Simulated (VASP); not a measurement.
# GaN (P1) in VASP: single point with r2SCAN

Aim: the single point of GaN with r2SCAN.

Everything below comes from runs of VASP 6.6.1. Logs are shortened: lines on timing, memory, paths and dates and some standing lists are left out, and cuts for length are marked.

## (1) The cell of the first run

The typed cell holds 8 atoms: a = 5.327 Å, b = 3.137 Å, c = 5.922 Å, α = 104.32°, β = 63.32°, γ = 89.69°.

## (2) Single point, r2SCAN

POSCAR

```
GaN
1.0
    4.6060680000      2.6761620000      0.0021530000
   -1.5611930000      2.7209140000      0.0275220000
    3.0629720000      0.0174540000      5.0680590000
Ga N
4 4
Direct
    0.0312260000      0.3210630000      0.5960700000
    0.5371750000      0.7922300000      0.5963730000
    0.1463240000      0.5425120000      0.0982530000
    0.6286470000      0.0462450000      0.0926360000
    0.3515930000      0.9657450000      0.9767250000
    0.8659920000      0.4931010000      0.9597870000
    0.4433410000      0.2698650000      0.4811420000
    0.9380550000      0.7342850000      0.4818130000
```

INCAR.step1

```
ALGO = Normal
EDIFF = 1E-4
ENCUT = 520
GGA = PE
ISMEAR = -1
LASPH = T
LCHARG = F
LREAL = F
LWAVE = T
NBANDS = 46
NELM = 60
PREC = Accurate
SIGMA = 0.1
```

INCAR.step2

```
ALGO = Normal
EDIFF = 1E-6
ENCUT = 520
ISIF = 2
ISMEAR = -1
ISTART = 1
LASPH = T
LCHARG = T
LELF = T
LMIXTAU = T
LREAL = F
LVHAR = T
LWAVE = F
METAGGA = R2SCAN
NBANDS = 46
NELM = 60
PREC = Accurate
SIGMA = 0.1
```

KPOINTS

```
Automatic mesh
0
Gamma
  4 6 4
  0.5 0.5 0
```

Potentials or basis: VASP PAW PBE potentials, release 64 (Ga_d, N).

The run is started by

```sh
> cat potpaw_PBE.64/Ga_d/POTCAR potpaw_PBE.64/N/POTCAR > POTCAR
> cp INCAR.step1 INCAR
> mpirun -np 1 vasp_std > vasp.out
> cp INCAR.step2 INCAR
> mpirun -np 1 vasp_std > vasp.out
```

OUTCAR:

```text
EDIFF = 1E-6
   ENCUT = 520
   ISIF = 2
   ISMEAR = -1
   ISTART = 1
   LASPH = T
   LREAL = F
   METAGGA = R2SCAN
   NELM = 60
   PREC = Accurate

 ion  position               nearest neighbor table
   1  0.031  0.321  0.596-   8 1.76   6 1.85   8 1.95   7 1.98
   2  0.537  0.792  0.596-   7 1.78   8 1.92   5 1.93   7 1.94
   3  0.146  0.543  0.098-   5 1.81   5 1.90   8 1.95   6 1.99
   4  0.629  0.046  0.093-   5 1.88   6 1.91   6 1.96   7 1.98
   5  0.352  0.966  0.977-   3 1.81   4 1.88   3 1.90   2 1.93
   6  0.866  0.493  0.960-   1 1.85   4 1.91   4 1.96   3 1.99
   7  0.443  0.270  0.481-   2 1.78   2 1.94   1 1.98   4 1.98
   8  0.938  0.734  0.482-   1 1.76   2 1.92   1 1.95   3 1.95

  LATTYP: Found a triclinic cell.
 ALAT       =    10.5502965094
 B/A-ratio  =     0.5049216684
 C/A-ratio  =     1.1230452842
 COS(alpha) =     0.0021651283
 COS(beta)  =     0.6396475185
 COS(gamma) =     0.7594052216

  Lattice vectors:

 A1 = (   4.5879710000,   8.0557840000,  -5.0362310000)
 A2 = (   4.6060680000,   2.6761620000,   0.0021530000)
 A3 = (  -3.0810690000,   5.3621680000, -10.1064430000)

Analysis of symmetry for initial positions (statically):
=====================================================================
 Subroutine PRICEL returns:
 Original cell was already a primitive cell.

 Routine SETGRP: Setting up the symmetry group for a
 triclinic supercell.

 Subroutine GETGRP returns: Found  1 space group operations
 (whereof  1 operations were pure point group operations)
 out of a pool of  2 trial point group operations.

The static configuration has the point symmetry C_1 .

Analysis of symmetry for dynamics (positions and initial velocities):
=====================================================================
 Subroutine PRICEL returns:
 Original cell was already a primitive cell.

 Routine SETGRP: Setting up the symmetry group for a
 triclinic supercell.

 Subroutine GETGRP returns: Found  1 space group operations
 (whereof  1 operations were pure point group operations)
 out of a pool of  2 trial point group operations.

The dynamic configuration has the point symmetry C_1 .

 Subroutine INISYM returns: Found  1 space group operations
 (whereof  1 operations are pure point group operations),
 and found     1 'primitive' translations

----------------------------------------------------------------------------------------

                                     Primitive cell

  volume of cell :      84.8963

  direct lattice vectors                    reciprocal lattice vectors
     4.606068000  2.676162000  0.002153000     0.162424892  0.094191589 -0.098488774
    -1.561193000  2.720914000  0.027522000    -0.159758545  0.274891012  0.095606228
     3.062972000  0.017454000  5.068059000     0.000798565 -0.001532805  0.196836851

  length of vectors
     5.327073315  3.137109185  5.921766978     0.212023441  0.332006644  0.196844438

  position of ions in fractional coordinates (direct lattice)
     0.031226000  0.321063000  0.596070000
     0.537175000  0.792230000  0.596373000
     0.146324000  0.542512000  0.098253000
     0.628647000  0.046245000  0.092636000
     0.351593000  0.965745000  0.976725000
     0.865992000  0.493101000  0.959787000
     0.443341000  0.269865000  0.481142000
     0.938055000  0.734285000  0.481813000

  ion indices of the primitive-cell ions
   primitive index   ion index
                 1           1
                 2           2
                 3           3
                 4           4
                 5           5
                 6           6
                 7           7
                 8           8

----------------------------------------------------------------------------------------

 KPOINTS: Automatic mesh

Automatic generation of k-mesh.
 Grid dimensions read from file:
 generate k-points for:    4    6    4

 Generating k-lattice:

  Cartesian coordinates                     Fractional coordinates (reciprocal lattice)
     0.040606223  0.023547897 -0.024622193     0.250000000  0.000000000  0.000000000
    -0.026626424  0.045815169  0.015934371     0.000000000  0.166666667  0.000000000
     0.000199641 -0.000383201  0.049209213    -0.000000000  0.000000000  0.250000000

  Length of vectors
     0.053005860  0.055334441  0.049211110

  Shift w.r.t. Gamma in fractional coordinates (k-lattice)
     0.500000000  0.500000000  0.000000000

 Subroutine IBZKPT returns following result:
 ===========================================

 Found     48 irreducible k-points:

 Following reciprocal coordinates:
            Coordinates               Weight
  0.125000  0.083333  0.000000      2.000000
  0.375000  0.083333  0.000000      2.000000
 -0.375000  0.083333  0.000000      2.000000
 -0.125000  0.083333  0.000000      2.000000
  0.125000  0.250000  0.000000      2.000000
  0.375000  0.250000  0.000000      2.000000
[... 16 lines left out ...]
 -0.375000  0.416667  0.250000      2.000000
 -0.125000  0.416667  0.250000      2.000000
 [... further k-points ...]
   k-points           NKPTS =     48   k-points in BZ     NKDIM =     48   number of bands    NBANDS=     46
   number of dos      NEDOS =    301   number of ions     NIONS =      8
   total plane-waves  NPLWV =  46080
   dimension x,y,z NGX =    40 NGY =   24 NGZ =   48
   dimension x,y,z NGXF=    80 NGYF=   48 NGZF=   96
   ions per type =               4   4
   NGX,Y,Z   is equivalent  to a cutoff of  12.48, 12.72, 13.48 a.u.
   NGXF,Y,Z  is equivalent  to a cutoff of  24.97, 25.44, 26.95 a.u.
 SYSTEM =  unknown system
   PREC   = accura    normal or accurate (medium, high low for compatibility)
   ISTART =      1    job   : 0-new  1-cont  2-samecut
   ICHARG =      0    charge: 1-file 2-atom 10-const
   ISPIN  =      1    spin polarized calculation?
   LNONCOLLINEAR =      F non collinear calculations
   LSORBIT =      F    spin-orbit coupling
   LASPH  =      T    aspherical Exc in radial PAW
   ENCUT  =  520.0 eV  38.22 Ry    6.18 a.u.   9.90  5.83 11.01*2*pi/ulx,y,z
   NELM   =     60;   NELMIN=  2; NELMDL=  0     # of ELM steps
   EDIFF  = 0.1E-05   stopping-criterion for ELM
   LREAL  =      F    real-space projection
   EDIFFG = 0.1E-04   stopping-criterion for IOM
   NSW    =      0    number of steps for IOM
   IBRION =     -1    ionic relax: 0-MD 1-quasi-New 2-CG
   NFREE  =      0    steps in history (QN), initial steepest desc. (CG)
   ISIF   =      2    stress and relaxation
   ISYM   =      2    0-nonsym 1-usesym 2-fastsym
   POTIM  = 0.5000    time-step for ionic-motion
   TEBEG  =    0.0;   TEEND  =   0.0 temperature during run
   PSTRESS=    0.0 pullay stress
   NELECT =      72.0000    total number of electrons
   NUPDOWN=      -1.0000    fix difference up-down
   EMIN   =  10.00;   EMAX   =-10.00  energy-range for DOS
   EFERMI =   0.00;   METHOD = LEGACY
   ISMEAR =    -1;   SIGMA  =   0.10  broadening in eV -4-tet -1-fermi 0-gaus
   EFERMI_NEDOS =   21; number of points for ismear=-14 and -15
   IALGO  =     38    algorithm
   IMIX   =      4    mixing-type and parameters
     AMIX     =   0.40;   BMIX     =  1.00
     AMIX_MAG =   1.60;   BMIX_MAG =  1.00
  volume/ion in A,a.u.               =      10.61        71.61
  Fermi-wavevector in a.u.,A,eV,Ry     =   1.549611  2.928341 32.671600  2.401295
  Thomas-Fermi vector in A             =   2.654393
   LORBIT       =      0    0 simple, 1 ext, 2 COOP (PROOUT), +10 PAW based schemes
   METAGGA = R2SCAN    functional components
   LHFCALC =     F    Hartree Fock is set to
   AEXX    =    0.0000 exact exchange contribution
   IVDW    =     0    specifies the selected vdW correction
   LEPSILON=     F    determine dielectric tensor
   LRPA    =     F    only Hartree local field effects (RPA)
 non-spin polarized calculation
  energy-cutoff  :      520.00
  volume of cell :       84.90
 maximum number of plane-waves:      2301
   NGX = 19   NGY = 11   NGZ = 21

 number of electron      72.0000010 magnetization

 Free energy of the ion-electron system (eV)
  ---------------------------------------------------
  ext. energy  EPLUGINS =         0.00000000
  ---------------------------------------------------
  free energy    TOTEN  =       -86.64548383 eV

  energy without entropy =      -86.64548382  energy(sigma->0) =      -86.64548383

 E-fermi :   7.6329     XC(G=0): -13.0753

 val. band max:        5.8564391308   @ k =   0.1250   0.0833   0.0000
 cond. band min:       9.2946247857   @ k =   0.1250   0.0833   0.0000
 fundamental gap:      3.4381856550
 Fermi energy:         7.6329005007

 k-point     1 :       0.1250    0.0833    0.0000
  band No.  band energies     occupation
      1     -11.5669      2.00000
      2     -10.5805      2.00000
      3     -10.2259      2.00000
      4     -10.0164      2.00000
      5      -8.1195      2.00000
      6      -8.0558      2.00000
[... 38 lines left out ...]
     45      16.4762      0.00000
     46      16.8905      0.00000

 k-point     2 :       0.3750    0.0833    0.0000
  band No.  band energies     occupation
      1     -11.2362      2.00000
      2     -10.6785      2.00000
      3     -10.3211      2.00000
      4     -10.0603      2.00000
      5      -8.0940      2.00000
      6      -8.0284      2.00000
[... 38 lines left out ...]
     45      16.5684      0.00000
     46      16.9630      0.00000

 k-point     3 :      -0.3750    0.0833    0.0000
  band No.  band energies     occupation
      1     -11.1716      2.00000
      2     -10.7322      2.00000
      3     -10.3281      2.00000
      4     -10.0628      2.00000
      5      -8.0941      2.00000
      6      -8.0236      2.00000
[... 1018 lines left out ...]
     45      16.8572      0.00000
     46      17.1156      0.00000

 k-point    24 :      -0.1250    0.4167    0.2500
  band No.  band energies     occupation
      1     -10.6195      2.00000
      2     -10.3853      2.00000
      3     -10.1433      2.00000
      4      -9.9244      2.00000
      5      -8.0270      2.00000
      6      -7.9807      2.00000
[... 38 lines left out ...]
     45      16.2830      0.00000
     46      16.5464      0.00000

 [... further k-points ...]

------------------------ aborting loop because EDIFF is reached ----------------------------------------

  FORCE on cell =-STRESS in cart. coord.  units (eV):
  Direction    XX          YY          ZZ          XY          YZ          ZX
  --------------------------------------------------------------------------------------
  -------------------------------------------------------------------------------------
  Total       10.4062104     12.3159086      8.4658714     -1.3749794     -0.9047814      1.5004903
  in kB      196.3877623    232.4279106    159.7693562    -25.9488441    -17.0751868     28.3175072
  external PRESSURE =     196.1950097 kB  Pullay stress =       0.0000000 kB

 VOLUME and BASIS-vectors are now :
 -----------------------------------------------------------------------------
  energy-cutoff  :      520.00
  volume of cell :       84.90
      direct lattice vectors                 reciprocal lattice vectors
     4.606068000  2.676162000  0.002153000     0.162424892  0.094191589 -0.098488774
    -1.561193000  2.720914000  0.027522000    -0.159758545  0.274891012  0.095606228
     3.062972000  0.017454000  5.068059000     0.000798565 -0.001532805  0.196836851

 POSITION                                       TOTAL-FORCE (eV/Angst)
 -----------------------------------------------------------------------------------
      1.46833      0.96755      3.02982         2.908215     -1.133942      0.142833
      3.06411      3.60357      3.04541        -0.311395      2.216687      0.404138
      0.12796      1.86943      0.51320        -1.537601     -2.142402      0.544998
      3.10713      1.80981      0.47211         0.922587      1.130078      0.468190
      3.10343      3.58568      4.97744        -0.155833      1.709166     -0.528176
      6.15879      3.67597      4.87969         0.467978     -0.530825      1.973599
      3.09447      1.92913      2.44684        -0.122226     -2.898821     -1.438247
      4.65016      4.51672      2.46409        -2.171725      1.650057     -1.567335
 -----------------------------------------------------------------------------------
    total drift:                               -0.010870      0.007857      0.010187

  FREE ENERGIE OF THE ION-ELECTRON SYSTEM (eV)
  ---------------------------------------------------
  free  energy   TOTEN  =       -86.6454838339 eV

  energy  without entropy=      -86.6454838230  energy(sigma->0) =      -86.64548383
```

It took 8.6 min on 1 thread of Intel Xeon Platinum 8488C (Sapphire Rapids), shared host; peak memory 0.29 GiB.

What came out:

```yaml
Free_energy: -86.6455 eV
Pressure: 19.6 GPa
Largest_force: 3.238 eV/Å
Band_gap_on_the_k_mesh: 3.44 eV
```

Forces in eV/Å, atoms in the order of the input:
```
Ga   2.908 -1.134  0.143
Ga  -0.311  2.217  0.404
Ga  -1.538 -2.142  0.545
Ga   0.923  1.130  0.468
N   -0.156  1.709 -0.528
N    0.468 -0.531  1.974
N   -0.122 -2.899 -1.438
N   -2.172  1.650 -1.567
```

Levels at points of the mesh, in eV from the valence-band top:
```
           k point  band 34  band 35  band 36  band 37  band 38  band 39
(0.12, 0.08, 0.00)    -0.71    -0.11     0.00     3.44     5.33     5.59
```

Caveat: the cell stands under pressure; the PAW data sets were made with another functional, which shifts forces and pressure a little; a shifted mesh leaves out Γ, where band edges can lie. A k mesh can miss the band edges.
